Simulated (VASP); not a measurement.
# HfC (Pm-3m) in VASP: notebook

HfC is run at these levels: PBEsol; tasks: vibrations by perturbation theory.

All numbers are computed with VASP 6.6.1; they aren't measurements. Logs are shortened: lines on timing, memory, paths and dates and some standing lists are left out, and cuts for length are marked.

### 1 The cell of the first run

The structure is cubic, space group Pm-3m (No. 221). The conventional cell has a = 2.921 Å, b = 2.921 Å, c = 2.921 Å, α = 90.00°, β = 90.00°, γ = 90.00°. Within 3.3 Å of Hf (site symmetry m-3m) lie 8 C at 2.53 Å and 6 Hf at 2.92 Å. Within 3.3 Å of C (site symmetry m-3m) lie 8 Hf at 2.53 Å and 6 C at 2.92 Å.

### 2 Vibrations by perturbation theory, PBEsol

File INCAR:

```
SYSTEM = HfC
PREC     = Accurate       ! precision mode
ENCUT    = 520            ! plane-wave cutoff, eV
EDIFF    = 1E-8           ! SCF threshold, eV
ISMEAR   = -1             ! smearing method
SIGMA    = 0.15           ! smearing width, eV
LREAL    = .False.        ! projectors in reciprocal space
LASPH    = .True.         ! aspherical terms in the spheres
NELM     = 80             ! most SCF steps
ALGO     = Normal         ! electronic algorithm
ISIF     = 2              ! what is computed and relaxed
LWAVE    = .False.        ! write WAVECAR
LCHARG   = .False.        ! write CHGCAR
GGA      = PS             ! functional
NBANDS   = 14             ! bands
IBRION   = 8              ! ionic algorithm
NSW      = 1              ! ionic steps
```

File KPOINTS:

```
regular mesh
0
Gamma
  14 14 14
  0 0 0
```

File POSCAR:

```
HfC
1.0
    2.9210000000      0.0000000000      0.0000000000
    0.0000000000      2.9210000000      0.0000000000
    0.0000000000      0.0000000000      2.9210000000
Hf C
1 1
Direct
    0.0000000000      0.0000000000      0.0000000000
    0.5000000000      0.5000000000      0.5000000000
```

Potentials or basis: VASP PAW PBE potentials, release 64 (Hf_pv, C).

Started as:

```bash
$ cat potpaw_PBE.64/Hf_pv/POTCAR potpaw_PBE.64/C/POTCAR > POTCAR
$ mpirun -np 1 vasp_std > vasp.out
```

OUTCAR:

```text
SYSTEM = HfC
   PREC = Accurate
   ENCUT = 520
   EDIFF = 1E-8
   ISMEAR = -1
   LREAL = .False.
   LASPH = .True.
   NELM = 80
   ISIF = 2
   GGA = PS
   IBRION = 8
   NSW = 1

 ion  position               nearest neighbor table
   1  0.000  0.000  0.000-   2 2.53   2 2.53   2 2.53   2 2.53   2 2.53   2 2.53   2 2.53   2 2.53

   2  0.500  0.500  0.500-   1 2.53   1 2.53   1 2.53   1 2.53   1 2.53   1 2.53   1 2.53   1 2.53

  LATTYP: Found a simple cubic cell.
 ALAT       =     2.9210000000

  Lattice vectors:

 A1 = (   2.9210000000,   0.0000000000,   0.0000000000)
 A2 = (   0.0000000000,   2.9210000000,   0.0000000000)
 A3 = (   0.0000000000,   0.0000000000,   2.9210000000)

Analysis of symmetry for initial positions (statically):
=====================================================================
 Subroutine PRICEL returns:
 Original cell was already a primitive cell.

 Routine SETGRP: Setting up the symmetry group for a
 simple cubic supercell.

 Subroutine GETGRP returns: Found 48 space group operations
[... 9 lines left out ...]

 Routine SETGRP: Setting up the symmetry group for a
 simple cubic supercell.

 Subroutine GETGRP returns: Found 48 space group operations
[... 11 lines left out ...]
                                     Primitive cell

  volume of cell :      24.9227

  direct lattice vectors                    reciprocal lattice vectors
     2.921000000  0.000000000  0.000000000     0.342348511  0.000000000  0.000000000
     0.000000000  2.921000000  0.000000000     0.000000000  0.342348511  0.000000000
     0.000000000  0.000000000  2.921000000     0.000000000  0.000000000  0.342348511

  length of vectors
     2.921000000  2.921000000  2.921000000     0.342348511  0.342348511  0.342348511

  position of ions in fractional coordinates (direct lattice)
     0.000000000  0.000000000  0.000000000
     0.500000000  0.500000000  0.500000000

  ion indices of the primitive-cell ions
   primitive index   ion index
                 1           1
                 2           2

----------------------------------------------------------------------------------------

 KPOINTS: regular mesh

Automatic generation of k-mesh.
 Grid dimensions read from file:
 generate k-points for:   14   14   14

 Generating k-lattice:

  Cartesian coordinates                     Fractional coordinates (reciprocal lattice)
     0.024453465  0.000000000  0.000000000     0.071428571  0.000000000  0.000000000
     0.000000000  0.024453465  0.000000000     0.000000000  0.071428571  0.000000000
     0.000000000  0.000000000  0.024453465     0.000000000  0.000000000  0.071428571

  Length of vectors
     0.024453465  0.024453465  0.024453465

  Shift w.r.t. Gamma in fractional coordinates (k-lattice)
     0.000000000  0.000000000  0.000000000

 Subroutine IBZKPT returns following result:
 ===========================================

 Found    120 irreducible k-points:

 Following reciprocal coordinates:
            Coordinates               Weight
  0.000000  0.000000  0.000000      1.000000
  0.071429  0.000000  0.000000      6.000000
  0.142857  0.000000  0.000000      6.000000
  0.214286  0.000000  0.000000      6.000000
  0.285714  0.000000  0.000000      6.000000
  0.357143  0.000000  0.000000      6.000000
[... 16 lines left out ...]
  0.285714  0.214286  0.000000     24.000000
  0.357143  0.214286  0.000000     24.000000
 [... further k-points ...]
   k-points           NKPTS =    120   k-points in BZ     NKDIM =    120   number of bands    NBANDS=     14
   number of dos      NEDOS =    301   number of ions     NIONS =      2
   total plane-waves  NPLWV =  13824
   dimension x,y,z NGX =    24 NGY =   24 NGZ =   24
   dimension x,y,z NGXF=    48 NGYF=   48 NGZF=   48
   ions per type =               1   1
   NGX,Y,Z   is equivalent  to a cutoff of  13.66, 13.66, 13.66 a.u.
   NGXF,Y,Z  is equivalent  to a cutoff of  27.32, 27.32, 27.32 a.u.
 SYSTEM =  HfC
   PREC   = accura    normal or accurate (medium, high low for compatibility)
   ISTART =      0    job   : 0-new  1-cont  2-samecut
   ICHARG =      2    charge: 1-file 2-atom 10-const
   ISPIN  =      1    spin polarized calculation?
   LNONCOLLINEAR =      F non collinear calculations
   LSORBIT =      F    spin-orbit coupling
   LASPH  =      T    aspherical Exc in radial PAW
   ENCUT  =  520.0 eV  38.22 Ry    6.18 a.u.   5.43  5.43  5.43*2*pi/ulx,y,z
   NELM   =     80;   NELMIN=  2; NELMDL= -5     # of ELM steps
   EDIFF  = 0.1E-07   stopping-criterion for ELM
   LREAL  =      F    real-space projection
   EDIFFG = 0.1E-06   stopping-criterion for IOM
   NSW    =      1    number of steps for IOM
   IBRION =      8    ionic relax: 0-MD 1-quasi-New 2-CG
   NFREE  =      0    steps in history (QN), initial steepest desc. (CG)
   ISIF   =      2    stress and relaxation
   ISYM   =      2    0-nonsym 1-usesym 2-fastsym
   POTIM  = 0.5000    time-step for ionic-motion
   TEBEG  =    0.0;   TEEND  =   0.0 temperature during run
   PSTRESS=    0.0 pullay stress
   NELECT =      14.0000    total number of electrons
   NUPDOWN=      -1.0000    fix difference up-down
   EMIN   =  10.00;   EMAX   =-10.00  energy-range for DOS
   EFERMI =   0.00;   METHOD = LEGACY
   ISMEAR =    -1;   SIGMA  =   0.15  broadening in eV -4-tet -1-fermi 0-gaus
   EFERMI_NEDOS =   21; number of points for ismear=-14 and -15
   IALGO  =     38    algorithm
   IMIX   =      4    mixing-type and parameters
     AMIX     =   0.40;   BMIX     =  1.00
     AMIX_MAG =   1.60;   BMIX_MAG =  1.00
  volume/ion in A,a.u.               =      12.46        84.09
  Fermi-wavevector in a.u.,A,eV,Ry     =   1.350784  2.552612 24.825432  1.824618
  Thomas-Fermi vector in A             =   2.478260
   LORBIT       =      0    0 simple, 1 ext, 2 COOP (PROOUT), +10 PAW based schemes
   GGA     = PS    functional components
   LHFCALC =     F    Hartree Fock is set to
   AEXX    =    0.0000 exact exchange contribution
   IVDW    =     0    specifies the selected vdW correction
   LEPSILON=     F    determine dielectric tensor
   LRPA    =     F    only Hartree local field effects (RPA)
 non-spin polarized calculation
  energy-cutoff  :      520.00
  volume of cell :       24.92
 maximum number of plane-waves:       691
 NGX is ok and might be reduce to    24
   NGX = 11   NGY = 11   NGZ = 11

--------------------------------------- Ionic step        1  -------------------------------------------

 number of electron      14.0000004 magnetization

 Free energy of the ion-electron system (eV)
  ---------------------------------------------------
  ext. energy  EPLUGINS =         0.00000000
  ---------------------------------------------------
  free energy    TOTEN  =       -19.54860707 eV

  energy without entropy =      -19.41142489  energy(sigma->0) =      -19.48001598

 E-fermi :   6.2695     XC(G=0): -12.5638

 val. band max:        6.2622607551   @ k =   0.5000   0.5000   0.1429
 cond. band min:       6.2703211483   @ k =   0.0714   0.0714   0.0714
 fundamental gap:      0.0080603933
 Fermi energy:         6.2695081818

 k-point     1 :       0.0000    0.0000    0.0000
  band No.  band energies     occupation
      1     -23.6906      2.00000
      2     -23.6906      2.00000
      3     -23.6906      2.00000
      4      -6.3668      2.00000
      5       4.4073      1.99999
      6       4.4073      1.99999
      7       7.3180      0.00184
      8       7.3180      0.00184
      9       7.3180      0.00184
     10      12.2667      0.00000
     11      12.2667      0.00000
     12      12.2667      0.00000
     13      12.4278      0.00000
     14      19.4780      0.00000
[... 377 lines left out ...]
      1     -24.4397      2.00000
      2     -23.9883      2.00000
      3     -23.5800      2.00000
      4      -3.8462      2.00000
      5       1.4961      2.00000
      6       4.2669      2.00000
      7       6.0775      1.56497
      8       6.4601      0.43833
      9      10.7841      0.00000
     10      11.3187      0.00000
     11      12.0500      0.00000
     12      13.4219      0.00000
     13      16.0183      0.00000
     14      19.4764      0.00000

 [... further k-points ...]
[... 5 lines left out ...]
  --------------------------------------------------------------------------------------
  -------------------------------------------------------------------------------------
  Total       -1.7853112     -1.7853112     -1.7853112     -0.0000000      0.0000000      0.0000000
  in kB     -114.7703876   -114.7703876   -114.7703876     -0.0000000      0.0000000      0.0000000
  external PRESSURE =    -114.7703876 kB  Pullay stress =       0.0000000 kB

 VOLUME and BASIS-vectors are now :
 -----------------------------------------------------------------------------
  energy-cutoff  :      520.00
  volume of cell :       24.92
      direct lattice vectors                 reciprocal lattice vectors
     2.921000000  0.000000000  0.000000000     0.342348511  0.000000000  0.000000000
     0.000000000  2.921000000  0.000000000     0.000000000  0.342348511  0.000000000
     0.000000000  0.000000000  2.921000000     0.000000000  0.000000000  0.342348511

 POSITION                                       TOTAL-FORCE (eV/Angst)
 -----------------------------------------------------------------------------------
      0.00000      0.00000      0.00000         0.000000      0.000000      0.000000
      1.46050      1.46050      1.46050         0.000000      0.000000      0.000000
 -----------------------------------------------------------------------------------
    total drift:                                0.000000      0.000000     -0.000000

  FREE ENERGIE OF THE ION-ELECTRON SYSTEM (eV)
  ---------------------------------------------------
  free  energy   TOTEN  =       -19.5486070700 eV

  energy  without entropy=      -19.4114248861  energy(sigma->0) =      -19.48001598

[... ionic steps 2 to 3 ...]

--------------------------------------- Ionic step        4  -------------------------------------------

------------------------ aborting loop because EDIFF is reached ----------------------------------------

[... ionic steps 5 to 6 ...]

--------------------------------------- Ionic step        7  -------------------------------------------

 Free energy of the ion-electron system (eV)
  ---------------------------------------------------
  ---------------------------------------------------
  free energy    TOTEN  =        -0.11443682 eV

  energy without entropy =       -0.11443685

------------------------ aborting loop because EDIFF is reached ----------------------------------------

 INTERNAL STRAIN TENSOR  FOR ION    2  DIRECTION 1   (eV/Angst):
 -----------------------------------------------------------------------------
     0.05888 -0.00000  0.00000
    -0.00000 -0.02309 -0.00000
    -0.00000 -0.00000 -0.02309

 INTERNAL STRAIN TENSOR FOR ION    2 for displacements in x,y,z  (eV/Angst):
          X           Y           Z          XY          YZ          ZX
  --------------------------------------------------------------------------------
  x     0.00000     0.00000     0.00000     0.00000     0.00000     0.00000
  y     0.00000     0.00000     0.00000     0.00000     0.00000     0.00000
  z     0.00000     0.00000     0.00000     0.00000     0.00000     0.00000

 SECOND DERIVATIVES (NOT SYMMETRIZED)
 ------------------------------------
               1X          1Y          1Z          2X          2Y          2Z
  1X    -0.084047    0.000000   -0.000000    0.084047   -0.000000    0.000000
  1Y     0.000000   -0.084047   -0.000000   -0.000000    0.084047    0.000000
  1Z    -0.000000   -0.000000   -0.084047    0.000000    0.000000    0.084047
  2X     0.074914   -0.000000   -0.000000   -0.074914    0.000000    0.000000
  2Y    -0.000000    0.074914    0.000000    0.000000   -0.074914   -0.000000
  2Z     0.000000   -0.000000    0.074914    0.000000    0.000000   -0.074914

 Eigenvectors and eigenvalues of the dynamical matrix
 ----------------------------------------------------

   1 f  =    1.280540 THz     8.045871 2PiTHz   42.714223 cm-1     5.295886 meV
             X         Y         Z           dx          dy          dz
      0.000000  0.000000  0.000000    -0.000000   -0.000000   -0.265297
      1.460500  1.460500  1.460500    -0.000000    0.000000    0.964167
[... 21 lines left out ...]
   6 f/i=    0.018824 THz     0.118275 2PiTHz    0.627902 cm-1     0.077850 meV
             X         Y         Z           dx          dy          dz
      0.000000  0.000000  0.000000    -0.955368   -0.129958    0.000000
      1.460500  1.460500  1.460500    -0.262876   -0.035759    0.000000

--------------------------------------------------------------------------------------------------------

 ELASTIC MODULI CONTR FROM IONIC RELAXATION (kBar)
 Direction    XX          YY          ZZ          XY          YZ          ZX
 --------------------------------------------------------------------------------
 XX           0.0000      0.0000      0.0000      0.0000      0.0000      0.0000
 YY           0.0000      0.0000      0.0000      0.0000      0.0000      0.0000
 ZZ           0.0000      0.0000      0.0000      0.0000      0.0000      0.0000
 XY           0.0000      0.0000      0.0000      0.0000      0.0000      0.0000
 YZ           0.0000      0.0000      0.0000      0.0000      0.0000      0.0000
 ZX           0.0000      0.0000      0.0000      0.0000      0.0000      0.0000
 --------------------------------------------------------------------------------
```

Wall time 4.1 min (1 thread of Intel Xeon Platinum 8488C (Sapphire Rapids), shared host); peak memory 0.35 GiB.

Results:

```yaml
Highest_phonon_frequency_at_Γ_LO-TO_splitting_left_out: 43 cm⁻¹
```

Phonon frequencies in cm⁻¹ (negative: imaginary):
```csv
q point,frequencies
"(0.000, 0.000, 0.000)",-1 -1 -1 43 43 43
```

Caveat: the cell wasn't relaxed at this level first, which shifts response properties; the PAW data sets were made with another functional, which shifts forces and pressure a little; spin-orbit coupling is left out, which moves the levels of the heavy elements.

(Continued in part 2 of 2.)
